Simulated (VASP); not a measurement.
# SrCl2 (Fm-3m) in VASP: a series of runs

Runs on SrCl2. Level: PBE. Tasks: single point.

All numbers are computed with VASP 6.6.1; they aren't measurements. Logs are shortened: lines on timing, memory, paths and dates and some standing lists are left out, and cuts for length are marked.

## (1) The cell of the first run

The structure is cubic, space group Fm-3m (No. 225). Conventional cell: a = 6.995 Å, b = 6.995 Å, c = 6.995 Å, α = 90.00°, β = 90.00°, γ = 90.00°. Within 4.0 Å of Sr (site symmetry m-3m) lie 8 Cl at 3.03 Å. Cl (site symmetry -43m) has 4 Sr at 3.03 Å and 6 Cl at 3.50 Å within 4.0 Å.

## (2) Single point, PBE

Contents of INCAR:

```
SYSTEM = SrCl2
ALGO = Normal ; EDIFF = 1E-6
ENCUT = 520 ; GGA = PE
ISIF = 2 ; ISMEAR = 0
LASPH = .TRUE. ; LCHARG = .FALSE.
LREAL = .FALSE. ; LWAVE = .FALSE.
NBANDS = 19 ; NELM = 80
PREC = Accurate ; SIGMA = 0.01
```

Contents of KPOINTS:

```
k-points
0
G
  6 6 6
  0 0 0
```

Contents of POSCAR:

```
SrCl2
1.0
    0.0000000000      3.4976509416      3.4976509416
    3.4976509416      0.0000000000      3.4976509416
    3.4976509416      3.4976509416      0.0000000000
Sr Cl
1 2
Direct
    0.0000000000      0.0000000000      0.0000000000
    0.2500000000      0.2500000000      0.2500000000
    0.7500000000      0.7500000000      0.7500000000
```

Potentials or basis: VASP PAW PBE potentials, release 64 (Sr_sv, Cl).

The run is started by

```
$ cat potpaw_PBE.64/Sr_sv/POTCAR potpaw_PBE.64/Cl/POTCAR > POTCAR
$ mpirun -np 1 vasp_std > vasp.out
```

OUTCAR:

```text
SYSTEM = SrCl2
   EDIFF = 1E-6
   ENCUT = 520
   GGA = PE
   ISIF = 2
   ISMEAR = 0
   LASPH = .TRUE.
   LREAL = .FALSE.
   NELM = 80
   PREC = Accurate

 ion  position               nearest neighbor table
   1  0.000  0.000  0.000-   3 3.03   3 3.03   3 3.03   2 3.03   3 3.03   2 3.03   2 3.03   2 3.03

   2  0.250  0.250  0.250-   1 3.03   1 3.03   1 3.03   1 3.03
   3  0.750  0.750  0.750-   1 3.03   1 3.03   1 3.03   1 3.03

  LATTYP: Found a face centered cubic cell.
 ALAT       =     6.9953018832

  Lattice vectors:

 A1 = (   0.0000000000,   3.4976509416,   3.4976509416)
 A2 = (   3.4976509416,   0.0000000000,   3.4976509416)
 A3 = (   3.4976509416,   3.4976509416,   0.0000000000)

Analysis of symmetry for initial positions (statically):
=====================================================================
 Subroutine PRICEL returns:
 Original cell was already a primitive cell.

 Routine SETGRP: Setting up the symmetry group for a
 face centered cubic supercell.

 Subroutine GETGRP returns: Found 48 space group operations
 (whereof 48 operations were pure point group operations)
 out of a pool of 48 trial point group operations.

The static configuration has the point symmetry O_h .

Analysis of symmetry for dynamics (positions and initial velocities):
=====================================================================
 Subroutine PRICEL returns:
 Original cell was already a primitive cell.

 Routine SETGRP: Setting up the symmetry group for a
 face centered cubic supercell.

 Subroutine GETGRP returns: Found 48 space group operations
 (whereof 48 operations were pure point group operations)
 out of a pool of 48 trial point group operations.

The dynamic configuration has the point symmetry O_h .

 Subroutine INISYM returns: Found 48 space group operations
 (whereof 48 operations are pure point group operations),
 and found     1 'primitive' translations

----------------------------------------------------------------------------------------

                                     Primitive cell

  volume of cell :      85.5775

  direct lattice vectors                    reciprocal lattice vectors
     0.000000000  3.497650942  3.497650942    -0.142953087  0.142953087  0.142953087
     3.497650942  0.000000000  3.497650942     0.142953087 -0.142953087  0.142953087
     3.497650942  3.497650942  0.000000000     0.142953087  0.142953087 -0.142953087

  length of vectors
     4.946425398  4.946425398  4.946425398     0.247602010  0.247602010  0.247602010

  position of ions in fractional coordinates (direct lattice)
     0.000000000  0.000000000  0.000000000
     0.250000000  0.250000000  0.250000000
     0.750000000  0.750000000  0.750000000

  ion indices of the primitive-cell ions
   primitive index   ion index
                 1           1
                 2           2
                 3           3

----------------------------------------------------------------------------------------

 KPOINTS: k-points

Automatic generation of k-mesh.
 Grid dimensions read from file:
 generate k-points for:    6    6    6

 Generating k-lattice:

  Cartesian coordinates                     Fractional coordinates (reciprocal lattice)
    -0.023825515  0.023825515  0.023825515     0.166666667  0.000000000  0.000000000
     0.023825515 -0.023825515  0.023825515     0.000000000  0.166666667  0.000000000
     0.023825515  0.023825515 -0.023825515     0.000000000  0.000000000  0.166666667

  Length of vectors
     0.041267002  0.041267002  0.041267002

  Shift w.r.t. Gamma in fractional coordinates (k-lattice)
     0.000000000  0.000000000  0.000000000

 Subroutine IBZKPT returns following result:
 ===========================================

 Found     16 irreducible k-points:

 Following reciprocal coordinates:
            Coordinates               Weight
  0.000000  0.000000  0.000000      1.000000
  0.166667  0.000000  0.000000      8.000000
  0.333333  0.000000  0.000000      8.000000
  0.500000  0.000000  0.000000      4.000000
  0.166667  0.166667  0.000000      6.000000
  0.333333  0.166667  0.000000     24.000000
[... 8 lines left out ...]
 -0.333333  0.333333  0.166667     24.000000
 -0.333333  0.500000  0.166667     12.000000
   k-points           NKPTS =     16   k-points in BZ     NKDIM =     16   number of bands    NBANDS=     19
   number of dos      NEDOS =    301   number of ions     NIONS =      3
   total plane-waves  NPLWV =  64000
   dimension x,y,z NGX =    40 NGY =   40 NGZ =   40
   dimension x,y,z NGXF=    80 NGYF=   80 NGZF=   80
   ions per type =               1   2
   NGX,Y,Z   is equivalent  to a cutoff of  13.44, 13.44, 13.44 a.u.
   NGXF,Y,Z  is equivalent  to a cutoff of  26.89, 26.89, 26.89 a.u.
 SYSTEM =  SrCl2
   PREC   = accura    normal or accurate (medium, high low for compatibility)
   ISTART =      0    job   : 0-new  1-cont  2-samecut
   ICHARG =      2    charge: 1-file 2-atom 10-const
   ISPIN  =      1    spin polarized calculation?
   LNONCOLLINEAR =      F non collinear calculations
   LSORBIT =      F    spin-orbit coupling
   LASPH  =      T    aspherical Exc in radial PAW
   ENCUT  =  520.0 eV  38.22 Ry    6.18 a.u.   9.20  9.20  9.20*2*pi/ulx,y,z
   NELM   =     80;   NELMIN=  2; NELMDL= -5     # of ELM steps
   EDIFF  = 0.1E-05   stopping-criterion for ELM
   LREAL  =      F    real-space projection
   EDIFFG = 0.1E-04   stopping-criterion for IOM
   NSW    =      0    number of steps for IOM
   IBRION =     -1    ionic relax: 0-MD 1-quasi-New 2-CG
   NFREE  =      0    steps in history (QN), initial steepest desc. (CG)
   ISIF   =      2    stress and relaxation
   ISYM   =      2    0-nonsym 1-usesym 2-fastsym
   POTIM  = 0.5000    time-step for ionic-motion
   TEBEG  =    0.0;   TEEND  =   0.0 temperature during run
   PSTRESS=    0.0 pullay stress
   NELECT =      24.0000    total number of electrons
   NUPDOWN=      -1.0000    fix difference up-down
   EMIN   =  10.00;   EMAX   =-10.00  energy-range for DOS
   EFERMI =   0.00;   METHOD = LEGACY
   ISMEAR =     0;   SIGMA  =   0.01  broadening in eV -4-tet -1-fermi 0-gaus
   EFERMI_NEDOS =   21; number of points for ismear=-14 and -15
   IALGO  =     38    algorithm
   IMIX   =      4    mixing-type and parameters
     AMIX     =   0.40;   BMIX     =  1.00
     AMIX_MAG =   1.60;   BMIX_MAG =  1.00
  volume/ion in A,a.u.               =      28.53       192.50
  Fermi-wavevector in a.u.,A,eV,Ry     =   1.071582  2.024997 15.623409  1.148288
  Thomas-Fermi vector in A             =   2.207327
   LORBIT       =      0    0 simple, 1 ext, 2 COOP (PROOUT), +10 PAW based schemes
   GGA     = PE    functional components
   LHFCALC =     F    Hartree Fock is set to
   AEXX    =    0.0000 exact exchange contribution
   IVDW    =     0    specifies the selected vdW correction
   LEPSILON=     F    determine dielectric tensor
   LRPA    =     F    only Hartree local field effects (RPA)
 non-spin polarized calculation
 Gauss-broadening in eV      SIGMA  =   0.01
  energy-cutoff  :      520.00
  volume of cell :       85.58
 maximum number of plane-waves:      2332
 NGX is ok and might be reduce to    40
   NGX = 19   NGY = 19   NGZ = 19

 number of electron      24.0000002 magnetization

 Free energy of the ion-electron system (eV)
  ---------------------------------------------------
  ext. energy  EPLUGINS =         0.00000000
  ---------------------------------------------------
  free energy    TOTEN  =       -12.78647772 eV

  energy without entropy =      -12.78647772  energy(sigma->0) =      -12.78647772

 E-fermi :   0.1592     XC(G=0):  -8.2486

 val. band max:        0.1004780517   @ k =   0.5000   0.5000   0.0000
 cond. band min:       5.4077010439   @ k =   0.0000   0.0000   0.0000
 fundamental gap:      5.3072229922
 Fermi energy:         0.1592052577

 k-point     1 :       0.0000    0.0000    0.0000
  band No.  band energies     occupation
      1     -32.8129      2.00000
      2     -14.8011      2.00000
      3     -14.8011      2.00000
      4     -14.8011      2.00000
      5     -13.1802      2.00000
      6     -12.3464      2.00000
[... 11 lines left out ...]
     18       9.1224      0.00000
     19       9.3668      0.00000

 k-point     2 :       0.1667    0.0000    0.0000
  band No.  band energies     occupation
      1     -32.8122      2.00000
      2     -14.8835      2.00000
      3     -14.8044      2.00000
      4     -14.8044      2.00000
      5     -13.0362      2.00000
      6     -12.4021      2.00000
[... 11 lines left out ...]
     18       8.8203      0.00000
     19       9.8832      0.00000

 k-point     3 :       0.3333    0.0000    0.0000
  band No.  band energies     occupation
      1     -32.8107      2.00000
      2     -15.0157      2.00000
      3     -14.8110      2.00000
      4     -14.8110      2.00000
      5     -12.8247      2.00000
      6     -12.4607      2.00000
[... 11 lines left out ...]
     18       8.6533      0.00000
     19       9.1710      0.00000

 k-point     4 :       0.5000    0.0000    0.0000
  band No.  band energies     occupation
      1     -32.8099      2.00000
      2     -15.0707      2.00000
      3     -14.8143      2.00000
      4     -14.8143      2.00000
      5     -12.7886      2.00000
      6     -12.4269      2.00000
[... 231 lines left out ...]
     18       8.7745      0.00000
     19       9.8645      0.00000

 k-point    15 :      -0.3333    0.3333    0.1667
  band No.  band energies     occupation
      1     -32.8092      2.00000
      2     -15.0118      2.00000
      3     -14.9486      2.00000
      4     -14.8263      2.00000
      5     -12.5975      2.00000
      6     -12.5097      2.00000
[... 11 lines left out ...]
     18       9.2034      0.00000
     19       9.9651      0.00000

 k-point    16 :      -0.3333    0.5000    0.1667
  band No.  band energies     occupation
      1     -32.8089      2.00000
      2     -15.0609      2.00000
      3     -14.9132      2.00000
      4     -14.8329      2.00000
      5     -12.5881      2.00000
      6     -12.4913      2.00000
[... 11 lines left out ...]
     18       9.5983      0.00000
     19      10.0606      0.00000

------------------------ aborting loop because EDIFF is reached ----------------------------------------

  FORCE on cell =-STRESS in cart. coord.  units (eV):
  Direction    XX          YY          ZZ          XY          YZ          ZX
  --------------------------------------------------------------------------------------
  -------------------------------------------------------------------------------------
  Total        0.4126999      0.4126999      0.4126999     -0.0000000     -0.0000000      0.0000000
  in kB        7.7265497      7.7265497      7.7265497     -0.0000000     -0.0000000      0.0000000
  external PRESSURE =       7.7265497 kB  Pullay stress =       0.0000000 kB

 VOLUME and BASIS-vectors are now :
 -----------------------------------------------------------------------------
  energy-cutoff  :      520.00
  volume of cell :       85.58
      direct lattice vectors                 reciprocal lattice vectors
     0.000000000  3.497650942  3.497650942    -0.142953087  0.142953087  0.142953087
     3.497650942  0.000000000  3.497650942     0.142953087 -0.142953087  0.142953087
     3.497650942  3.497650942  0.000000000     0.142953087  0.142953087 -0.142953087

 POSITION                                       TOTAL-FORCE (eV/Angst)
 -----------------------------------------------------------------------------------
      0.00000      0.00000      0.00000         0.000000      0.000000      0.000000
      1.74883      1.74883      1.74883        -0.000000     -0.000000      0.000000
      5.24648      5.24648      5.24648         0.000000      0.000000     -0.000000
 -----------------------------------------------------------------------------------
    total drift:                               -0.000000     -0.000000      0.000000

  FREE ENERGIE OF THE ION-ELECTRON SYSTEM (eV)
  ---------------------------------------------------
  free  energy   TOTEN  =       -12.7864777248 eV

  energy  without entropy=      -12.7864777248  energy(sigma->0) =      -12.78647772
```

It took 21 s on 1 thread of Intel Xeon Platinum 8559C (Emerald Rapids), shared host; peak memory 0.24 GiB.

Results:

```yaml
Free_energy: -12.7865 eV
Pressure: 0.8 GPa
Band_gap_on_the_k_mesh: 5.31 eV, indirect (least direct gap 5.51 eV)
```

## (3) Single point, PBE

Contents of INCAR:

```
ALGO = Normal ; EDIFF = 1E-6
ENCUT = 520 ; GGA = PE
ISIF = 2 ; ISMEAR = 0
LASPH = True ; LCHARG = True
LELF = True ; LREAL = False
LVHAR = True ; LWAVE = False
NBANDS = 19 ; NELM = 100
PREC = Accurate ; SIGMA = 0.01
```

Contents of KPOINTS:

```
k-points
0
Gamma
  6 6 6
```

POSCAR is that of step 2.

Potentials or basis: VASP PAW PBE potentials, release 64 (Sr_sv, Cl).

The run is started by

```
$ cat potpaw_PBE.64/Sr_sv/POTCAR potpaw_PBE.64/Cl/POTCAR > POTCAR
$ mpirun -np 1 vasp_std > vasp.out
```

Run time: 23 s. Hardware: 1 thread of Intel Xeon Platinum 8559C (Emerald Rapids), shared host; peak memory 0.23 GiB.

The run converged. Its results:

```yaml
Free_energy: -12.7865 eV
Pressure: 0.8 GPa
Band_gap_on_the_k_mesh: 5.31 eV, indirect (least direct gap 5.51 eV)
```

Levels at points of the mesh, in eV from the valence-band top:
```
           k point  band 8  band 9  band 10  band 11  band 12  band 13  band 14  band 15  band 16  band 17
(0.00, 0.00, 0.00)   -2.10   -2.10    -0.33    -0.33    -0.33     5.31     6.10     6.10     9.02     9.02
(0.50, 0.00, 0.00)   -1.54   -1.48    -1.30    -1.04    -1.04     6.70     6.70     7.48     7.86     8.58
(0.50, 0.50, 0.00)   -1.86   -1.86    -0.40    -0.40     0.00     5.51     7.02     7.58     7.98     7.98
```
